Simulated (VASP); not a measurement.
Set up this calculation in VASP 6.6.1, as the native input.

```yaml
Task: single point
Functional: r2SCAN
Dispersion: rVV10
Potentials_or_basis: VASP PAW PBE potentials, release 64 (Ga_d, As)
Cutoff: 520 eV
k_mesh: 6 × 6 × 4
Occupations: fermi-dirac, width 0.03 eV
Spin: no spin polarisation
Dipole_correction: no
Further_INCAR_settings: ALGO = Normal; EDIFF = 1e-06; NBANDS = 26
```

Crystal: GaAs.

```
Ga As
1.0
     4.23831    0.00000    0.00000
    -2.11916    3.67049    0.00000
     0.00000    0.00000    5.72955
Ga As
2 2
Direct
  0.33333 0.66667 0.25000
  0.66667 0.33333 0.75000
  0.66667 0.33333 0.25000
  0.33333 0.66667 0.75000
```

These files were run (other wordings do the same):

POSCAR

```
GaAs
1.0
    4.2383119517      0.0000000000      0.0000000000
   -2.1191559759      3.6704858194      0.0000000000
    0.0000000000      0.0000000000      5.7295539459
Ga As
2 2
Direct
    0.3333333333      0.6666666667      0.2500000000
    0.6666666667      0.3333333333      0.7500000000
    0.6666666667      0.3333333333      0.2500000000
    0.3333333333      0.6666666667      0.7500000000
```

INCAR.step1

```
SYSTEM = GaAs
PREC = Accurate
ENCUT = 520
ISMEAR = -1
SIGMA = 0.03
LREAL = .FALSE.
LASPH = .TRUE.
NELM = 80
NBANDS = 26
GGA = PE
ALGO = Normal
EDIFF = 1E-4
LWAVE = .TRUE.
LCHARG = .FALSE.
```

INCAR.step2

```
SYSTEM = GaAs
PREC = Accurate
ENCUT = 520
EDIFF = 1E-6
ISMEAR = -1
SIGMA = 0.03
LREAL = .FALSE.
LASPH = .TRUE.
NELM = 80
ALGO = Normal
ISIF = 2
LWAVE = .FALSE.
LCHARG = .TRUE.
METAGGA = R2SCAN
LMIXTAU = .TRUE.
LUSE_VDW = .TRUE.
IVDW_NL = 2
BPARAM = 11.95
CPARAM = 0.0093
LELF = .TRUE.
LVHAR = .TRUE.
NBANDS = 26
ISTART = 1
```

KPOINTS

```
Automatic mesh
0
G
  6 6 4
  0 0 0
```

Potentials or basis: VASP PAW PBE potentials, release 64 (Ga_d, As).

Launch:

```sh
$ cat potpaw_PBE.64/Ga_d/POTCAR potpaw_PBE.64/As/POTCAR > POTCAR
$ cp INCAR.step1 INCAR
$ mpirun -np 1 vasp_std > vasp.out
$ cp INCAR.step2 INCAR
$ mpirun -np 1 vasp_std > vasp.out
```

Results of the run:

```
Pressure               : 0.2 GPa
Band gap on the k mesh : zero (bands 18 and 19 overlap by 1.09 eV)
```

Caveat: the PAW data sets were made with another functional, which shifts forces and pressure a little.

Run time: 4.2 min on 1 thread of AMD EPYC 7R13 (shared host), peak memory 0.39 GiB.
